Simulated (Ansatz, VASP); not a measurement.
**Two plane-wave programs on Si3Ni**

```
Si Ni
1.0
    -1.90478    1.90478    3.55796
     1.90478   -1.90478    3.55796
     1.90478    1.90478   -3.55796
Si Ni
3 1
Direct
  0.50000 0.50000 0.00000
  0.25000 0.75000 0.50000
  0.75000 0.25000 0.50000
  0.00000 0.00000 0.00000
```

Alike in both runs: task relaxation of cell and atoms; functional PBE; k mesh 18 × 18 × 18; occupations gaussian, width 0.1 eV; no spin polarisation.

|  | VASP | Ansatz |
| --- | --- | --- |
| version | VASP 6.6.1 | Ansatz 0.2.0 |
| potentials or method | VASP PAW PBE potentials, release 64 (Si, Ni), cutoff 600 eV | scalar-relativistic, plane waves, PAW |
| valence electrons in the cell | 22 | 30 |

```csv
,VASP,Ansatz,Ansatz less VASP
"gap on the k mesh at the Fermi level, each at its own relaxed structure (eV)",none,none,-
relaxed volume (Å³/atom),12.96,12.96,+0.001
relaxed length of the cell vector where the two differ most in proportion (Å),4.448,4.446,-0.0014
```

A gap of «none» marks a metal or a gap that the smearing closes. VASP's potentials hold 22 valence electrons a cell and Ansatz's 30, so a difference there can come from the potentials and not from the codes.
